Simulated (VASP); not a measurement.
A run of VASP 6.6.1:

Contents of INCAR:

```
PREC = Accurate
ENCUT = 520
EDIFF = 1E-6
ISMEAR = -1
SIGMA = 0.05
LREAL = Auto
LASPH = T
NELM = 60
ALGO = Normal
ISIF = 2
LWAVE = F
LCHARG = F
GGA = PS
NBANDS = 38
```

The input KPOINTS:

```
Automatic mesh
0
Gamma
  4 4 4
  0.5 0.5 0.5
```

The input POSCAR:

```
Al
1.0
   -4.0479600000     -4.0479600000      4.0479600000
    4.0479600000     -4.0479600000     -4.0479600000
    4.0479600000      4.0479600000      4.0479600000
Al
16
Direct
    0.2501572397      0.7410747636      0.0037753585
    0.0010285428      0.7413792379      0.2600675402
    0.5036571508      0.4993701766      0.0102507189
    0.2487176257      0.4929187788      0.2511305695
   -0.0002280161      0.5008286890      0.4964020148
    0.7369403354      0.7524617338      0.5075749266
    0.4917484362      0.7381833071      0.7363967282
   -0.0005290319      0.0086647348     -0.0028537831
    0.7530863694      0.2627823645      0.0096391763
    0.5039029536      0.2559615214      0.2445745511
    0.2473909080      0.2484534185      0.4882634710
    0.0056439540      0.2577793506      0.7571655846
    0.7491153569      0.4913977658      0.7437367217
    0.7542147156      0.0041221998      0.2475045455
    0.4986291861     -0.0014580184      0.4992853190
    0.2565240269      0.0060799761      0.7470865572
```

Potentials or basis: VASP PAW PBE potentials, release 64 (Al).

Launch:

```bash
$ cat potpaw_PBE.64/Al/POTCAR > POTCAR
$ mpirun -np 1 vasp_std > vasp.out
```

Hardware: 1 thread of Intel(R) Xeon(R) 6975P-C (Granite Rapids) (shared host).

**Question.** How long does it take, and how much memory?

**Answer.** Run time: 4.4 min on 1 thread of Intel(R) Xeon(R) 6975P-C (Granite Rapids) (shared host), peak memory 0.45 GiB. Counts: scf iterations 13, k points 32.
